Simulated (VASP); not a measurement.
# AlGa3O6 (P1) in VASP: single point with r2SCAN

Aim: the single point of AlGa3O6 with r2SCAN.

Everything below comes from runs of VASP 6.6.1. Logs are shortened: lines on timing, memory, paths and dates and some standing lists are left out, and cuts for length are marked.

### Step 1. The cell of the first run

The typed cell holds 10 atoms: a = 3.054 Å, b = 4.955 Å, c = 8.028 Å, α = 78.85°, β = 86.82°, γ = 83.23°.

### Step 2. Single point, r2SCAN

Input file POSCAR:

```
AlGa3O6
1.0
    3.0539697000      0.0000000000      0.0000000000
    0.5837532000      4.9208499000      0.0000000000
    0.4453913000      1.5102693000      7.8718547000
Al Ga O
1 3 6
Direct
    0.6227230000      0.3322610000      0.1004360000
    0.2858720000      0.9601830000      0.8421450000
    0.2119250000      0.8020030000      0.2829990000
    0.7520800000      0.4813860000      0.6453610000
    0.7161020000      0.6966690000      0.4087910000
    0.3692940000      0.6788770000      0.0792260000
    0.2904610000      0.2743490000      0.6341710000
    0.8178230000      0.7627540000      0.7627720000
    0.7336470000      0.1775570000      0.9201650000
    0.1314730000      0.1906620000      0.2122350000
```

Input file INCAR.step1:

```
SYSTEM = AlGa3O6
PREC = Accurate
ENCUT = 520
ISMEAR = 0
SIGMA = 0.02
LREAL = .False.
LASPH = .True.
NELM = 60
NBANDS = 50
GGA = PE
ALGO = Normal
EDIFF = 1E-4
LWAVE = .True.
LCHARG = .False.
KPAR = 4
```

Input file INCAR.step2:

```
SYSTEM = AlGa3O6
PREC = Accurate
ENCUT = 520
EDIFF = 1E-7
ISMEAR = 0
SIGMA = 0.02
LREAL = .False.
LASPH = .True.
NELM = 60
ALGO = Normal
ISIF = 2
LWAVE = .False.
LCHARG = .False.
METAGGA = R2SCAN
LMIXTAU = .True.
NBANDS = 50
ISTART = 1
KPAR = 4
```

Input file KPOINTS:

```
regular mesh
0
Gamma
  10 6 4
  0 0 0
```

Potentials or basis: VASP PAW PBE potentials, release 64 (Al, Ga_d, O).

Started as:

```bash
cat potpaw_PBE.64/Al/POTCAR potpaw_PBE.64/Ga_d/POTCAR potpaw_PBE.64/O/POTCAR > POTCAR
cp INCAR.step1 INCAR
mpirun -np 4 vasp_std > vasp.out
cp INCAR.step2 INCAR
mpirun -np 4 vasp_std > vasp.out
```

OUTCAR:

```text
SYSTEM = AlGa3O6
   PREC = Accurate
   ENCUT = 520
   EDIFF = 1E-7
   ISMEAR = 0
   LREAL = .False.
   LASPH = .True.
   NELM = 60
   ISIF = 2
   METAGGA = R2SCAN
   ISTART = 1

 ion  position               nearest neighbor table
   1  0.623  0.332  0.100-   9 1.76   6 1.78  10 1.83  10 1.84   3 3.09   3 3.12
   2  0.286  0.960  0.842-   8 1.94   8 2.02   9 2.03   9 2.03   7 2.05   6 2.14
   3  0.212  0.802  0.283-   5 1.84   5 1.86   6 1.87  10 1.89   1 3.09   1 3.12
   4  0.752  0.481  0.645-   7 1.84   7 1.85   8 1.86   5 1.99   9 2.42
   5  0.716  0.697  0.409-   3 1.84   3 1.86   4 1.99
   6  0.369  0.679  0.079-   1 1.78   3 1.87   2 2.14
   7  0.290  0.274  0.634-   4 1.84   4 1.85   2 2.05
   8  0.818  0.763  0.763-   4 1.86   2 1.94   2 2.02
   9  0.734  0.178  0.920-   1 1.76   2 2.03   2 2.03   4 2.42
  10  0.131  0.191  0.212-   1 1.83   1 1.84   3 1.89

  LATTYP: Found a triclinic cell.
 ALAT       =     4.9553538256
 B/A-ratio  =     1.7314712080
 C/A-ratio  =     0.6162970007
 COS(alpha) =     0.0161259969
 COS(beta)  =     0.1178025264
 COS(gamma) =     0.3966330344

  Lattice vectors:

 A1 = (  -0.5837532000,  -4.9208499000,   0.0000000000)
 A2 = (  -0.1383619000,  -3.4105806000,   7.8718547000)
 A3 = (  -3.0539697000,   0.0000000000,   0.0000000000)

Analysis of symmetry for initial positions (statically):
=====================================================================
 Subroutine PRICEL returns:
 Original cell was already a primitive cell.

 Routine SETGRP: Setting up the symmetry group for a
 triclinic supercell.

 Subroutine GETGRP returns: Found  1 space group operations
 (whereof  1 operations were pure point group operations)
 out of a pool of  2 trial point group operations.

The static configuration has the point symmetry C_1 .

Analysis of symmetry for dynamics (positions and initial velocities):
=====================================================================
 Subroutine PRICEL returns:
 Original cell was already a primitive cell.

 Routine SETGRP: Setting up the symmetry group for a
 triclinic supercell.

 Subroutine GETGRP returns: Found  1 space group operations
 (whereof  1 operations were pure point group operations)
 out of a pool of  2 trial point group operations.

The dynamic configuration has the point symmetry C_1 .

 Subroutine INISYM returns: Found  1 space group operations
 (whereof  1 operations are pure point group operations),
 and found     1 'primitive' translations

----------------------------------------------------------------------------------------

                                     Primitive cell

  volume of cell :     118.2992

  direct lattice vectors                    reciprocal lattice vectors
     3.053969700  0.000000000  0.000000000     0.327442672 -0.038844044 -0.011074284
     0.583753200  4.920849900  0.000000000     0.000000000  0.203216928 -0.038988561
     0.445391300  1.510269300  7.871854700     0.000000000  0.000000000  0.127034865

  length of vectors
     3.053969700  4.955353826  8.027788188     0.329924542  0.206923241  0.127034865

  position of ions in fractional coordinates (direct lattice)
     0.622723000  0.332261000  0.100436000
     0.285872000  0.960183000  0.842145000
     0.211925000  0.802003000  0.282999000
     0.752080000  0.481386000  0.645361000
     0.716102000  0.696669000  0.408791000
     0.369294000  0.678877000  0.079226000
     0.290461000  0.274349000  0.634171000
     0.817823000  0.762754000  0.762772000
     0.733647000  0.177557000  0.920165000
     0.131473000  0.190662000  0.212235000

  ion indices of the primitive-cell ions
   primitive index   ion index
                 1           1
                 2           2
                 3           3
                 4           4
                 5           5
                 6           6
                 7           7
                 8           8
                 9           9
                10          10

----------------------------------------------------------------------------------------

 KPOINTS: regular mesh

Automatic generation of k-mesh.
 Grid dimensions read from file:
 generate k-points for:   10    6    4

 Generating k-lattice:

  Cartesian coordinates                     Fractional coordinates (reciprocal lattice)
     0.032744267 -0.003884404 -0.001107428     0.100000000 -0.000000000 -0.000000000
     0.000000000  0.033869488 -0.006498094     0.000000000  0.166666667  0.000000000
     0.000000000  0.000000000  0.031758716     0.000000000  0.000000000  0.250000000

  Length of vectors
     0.032992454  0.034487207  0.031758716

  Shift w.r.t. Gamma in fractional coordinates (k-lattice)
     0.000000000  0.000000000  0.000000000

 Subroutine IBZKPT returns following result:
 ===========================================

 Found    124 irreducible k-points:

 Following reciprocal coordinates:
            Coordinates               Weight
  0.000000  0.000000  0.000000      1.000000
  0.100000  0.000000  0.000000      2.000000
  0.200000  0.000000  0.000000      2.000000
  0.300000  0.000000 -0.000000      2.000000
  0.400000  0.000000  0.000000      2.000000
  0.500000  0.000000 -0.000000      1.000000
[... 16 lines left out ...]
 -0.400000  0.333333  0.000000      2.000000
 -0.300000  0.333333  0.000000      2.000000
 [... further k-points ...]
   k-points           NKPTS =    124   k-points in BZ     NKDIM =    124   number of bands    NBANDS=     50
   number of dos      NEDOS =    301   number of ions     NIONS =     10
   total plane-waves  NPLWV =  57600
   dimension x,y,z NGX =    24 NGY =   40 NGZ =   60
   dimension x,y,z NGXF=    48 NGYF=   80 NGZF=  120
   ions per type =               1   3   6
   NGX,Y,Z   is equivalent  to a cutoff of  13.06, 13.42, 12.43 a.u.
   NGXF,Y,Z  is equivalent  to a cutoff of  26.13, 26.84, 24.85 a.u.
 SYSTEM =  AlGa3O6
   PREC   = accura    normal or accurate (medium, high low for compatibility)
   ISTART =      1    job   : 0-new  1-cont  2-samecut
   ICHARG =      0    charge: 1-file 2-atom 10-const
   ISPIN  =      1    spin polarized calculation?
   LNONCOLLINEAR =      F non collinear calculations
   LSORBIT =      F    spin-orbit coupling
   LASPH  =      T    aspherical Exc in radial PAW
   ENCUT  =  520.0 eV  38.22 Ry    6.18 a.u.   5.68  9.21 14.93*2*pi/ulx,y,z
   NELM   =     60;   NELMIN=  2; NELMDL=  0     # of ELM steps
   EDIFF  = 0.1E-06   stopping-criterion for ELM
   LREAL  =      F    real-space projection
   EDIFFG = 0.1E-05   stopping-criterion for IOM
   NSW    =      0    number of steps for IOM
   IBRION =     -1    ionic relax: 0-MD 1-quasi-New 2-CG
   NFREE  =      0    steps in history (QN), initial steepest desc. (CG)
   ISIF   =      2    stress and relaxation
   ISYM   =      2    0-nonsym 1-usesym 2-fastsym
   POTIM  = 0.5000    time-step for ionic-motion
   TEBEG  =    0.0;   TEEND  =   0.0 temperature during run
   PSTRESS=    0.0 pullay stress
   NELECT =      78.0000    total number of electrons
   NUPDOWN=      -1.0000    fix difference up-down
   EMIN   =  10.00;   EMAX   =-10.00  energy-range for DOS
   EFERMI =   0.00;   METHOD = LEGACY
   ISMEAR =     0;   SIGMA  =   0.02  broadening in eV -4-tet -1-fermi 0-gaus
   EFERMI_NEDOS =   21; number of points for ismear=-14 and -15
   IALGO  =     38    algorithm
   IMIX   =      4    mixing-type and parameters
     AMIX     =   0.40;   BMIX     =  1.00
     AMIX_MAG =   1.60;   BMIX_MAG =  1.00
  volume/ion in A,a.u.               =      11.83        79.83
  Fermi-wavevector in a.u.,A,eV,Ry     =   1.424883  2.692638 27.623775  2.030290
  Thomas-Fermi vector in A             =   2.545326
   LORBIT       =      0    0 simple, 1 ext, 2 COOP (PROOUT), +10 PAW based schemes
   METAGGA = R2SCAN    functional components
   LHFCALC =     F    Hartree Fock is set to
   AEXX    =    0.0000 exact exchange contribution
   IVDW    =     0    specifies the selected vdW correction
   LEPSILON=     F    determine dielectric tensor
   LRPA    =     F    only Hartree local field effects (RPA)
 non-spin polarized calculation
 Gauss-broadening in eV      SIGMA  =   0.02
  energy-cutoff  :      520.00
  volume of cell :      118.30
 maximum number of plane-waves:      3208
   NGX = 11   NGY = 19   NGZ = 29

 number of electron      77.9999993 magnetization

 Free energy of the ion-electron system (eV)
  ---------------------------------------------------
  ext. energy  EPLUGINS =         0.00000000
  ---------------------------------------------------
  free energy    TOTEN  =       -99.77115630 eV

  energy without entropy =      -99.77115630  energy(sigma->0) =      -99.77115630

 E-fermi :   2.3619     XC(G=0): -11.2841

 val. band max:        2.2491608713   @ k =   0.0000   0.0000   0.0000
 cond. band min:       5.2644863357   @ k =   0.0000   0.0000   0.0000
 fundamental gap:      3.0153254644
 Fermi energy:         2.3618951530

 k-point     1 :       0.0000    0.0000    0.0000
  band No.  band energies     occupation
      1     -17.2232      2.00000
      2     -16.6120      2.00000
      3     -16.3915      2.00000
      4     -15.8388      2.00000
      5     -15.4951      2.00000
      6     -15.1387      2.00000
[... 42 lines left out ...]
     49      13.8522      0.00000
     50      14.5310      0.00000

 k-point     2 :       0.1000    0.0000    0.0000
  band No.  band energies     occupation
      1     -17.1658      2.00000
      2     -16.5865      2.00000
      3     -16.3403      2.00000
      4     -15.8200      2.00000
      5     -15.4822      2.00000
      6     -15.1466      2.00000
[... 42 lines left out ...]
     49      13.8801      0.00000
     50      14.5076      0.00000

 k-point     3 :       0.2000    0.0000    0.0000
  band No.  band energies     occupation
      1     -17.0082      2.00000
      2     -16.5209      2.00000
      3     -16.2007      2.00000
      4     -15.7715      2.00000
      5     -15.4522      2.00000
      6     -15.1676      2.00000
[... 42 lines left out ...]
     49      14.0627      0.00000
     50      14.3506      0.00000

 k-point     4 :       0.3000    0.0000   -0.0000
  band No.  band energies     occupation
      1     -16.7923      2.00000
      2     -16.4456      2.00000
      3     -16.0134      2.00000
      4     -15.7126      2.00000
      5     -15.4271      2.00000
      6     -15.1941      2.00000
[... 999 lines left out ...]
 k-point    23 :      -0.4000    0.3333    0.0000
  band No.  band energies     occupation
      1     -16.4861      2.00000
      2     -16.4160      2.00000
      3     -15.7945      2.00000
      4     -15.7124      2.00000
      5     -15.4317      2.00000
      6     -15.2912      2.00000
[... 42 lines left out ...]
     49      13.6169      0.00000
     50      14.5161      0.00000

 k-point    24 :      -0.3000    0.3333    0.0000
  band No.  band energies     occupation
      1     -16.6408      2.00000
      2     -16.4962      2.00000
      3     -15.9205      2.00000
      4     -15.7881      2.00000
      5     -15.4714      2.00000
      6     -15.2789      2.00000
[... 42 lines left out ...]
     49      13.7506      0.00000
     50      14.5092      0.00000

 [... further k-points ...]
[... 5 lines left out ...]
  --------------------------------------------------------------------------------------
  -------------------------------------------------------------------------------------
  Total       -4.3213752     -4.0799418     -4.0439230      0.1910144      0.1166630     -0.0119731
  in kB      -58.5262429    -55.2564066    -54.7685891      2.5869906      1.5800171     -0.1621569
  external PRESSURE =     -56.1837462 kB  Pullay stress =       0.0000000 kB

 VOLUME and BASIS-vectors are now :
 -----------------------------------------------------------------------------
  energy-cutoff  :      520.00
  volume of cell :      118.30
      direct lattice vectors                 reciprocal lattice vectors
     3.053969700  0.000000000  0.000000000     0.327442672 -0.038844044 -0.011074284
     0.583753200  4.920849900  0.000000000     0.000000000  0.203216928 -0.038988561
     0.445391300  1.510269300  7.871854700     0.000000000  0.000000000  0.127034865

 POSITION                                       TOTAL-FORCE (eV/Angst)
 -----------------------------------------------------------------------------------
      2.14047      1.78669      0.79062        -0.069391     -0.042688     -0.003658
      1.80864      5.99678      6.62924         0.005824      0.020004     -0.046483
      1.24143      4.37394      2.22773         0.038158      0.021813      0.005961
      2.86528      3.34350      5.08019         0.036850     -0.029893     -0.059092
      2.77571      4.04559      3.21794         0.001479      0.003249     -0.066283
      1.55940      3.46030      0.62366         0.037583     -0.018365      0.065486
      1.32967      2.30780      4.99210        -0.014423      0.157885      0.233331
      3.28260      4.90539      6.00443        -0.012705     -0.009972      0.015562
      2.75402      2.26343      7.24341        -0.015610     -0.008937      0.079079
      0.60734      1.25875      1.67068        -0.007765     -0.093096     -0.223902
 -----------------------------------------------------------------------------------
    total drift:                                0.025652     -0.007370     -0.000676

  FREE ENERGIE OF THE ION-ELECTRON SYSTEM (eV)
  ---------------------------------------------------
  free  energy   TOTEN  =       -99.7711562957 eV

  energy  without entropy=      -99.7711562957  energy(sigma->0) =      -99.77115630
```

It took 33 min on 4 MPI ranks of Oxide Virtual Turin-like, shared host; peak memory 0.62 GiB.

Results:

```yaml
Free_energy: -99.7712 eV
Pressure: -5.6 GPa
Largest_force: 0.282 eV/Å
Band_gap_on_the_k_mesh: 3.02 eV
```

Forces in eV/Å, atoms in the order of the input:
```
Al  -0.069 -0.043 -0.004
Ga   0.006  0.020 -0.046
Ga   0.038  0.022  0.006
Ga   0.037 -0.030 -0.059
O    0.001  0.003 -0.066
O    0.038 -0.018  0.065
O   -0.014  0.158  0.233
O   -0.013 -0.010  0.016
O   -0.016 -0.009  0.079
O   -0.008 -0.093 -0.224
```

Caveat: the cell stands under tension; the PAW data sets were made with another functional, which shifts forces and pressure a little. A k mesh can miss the band edges.
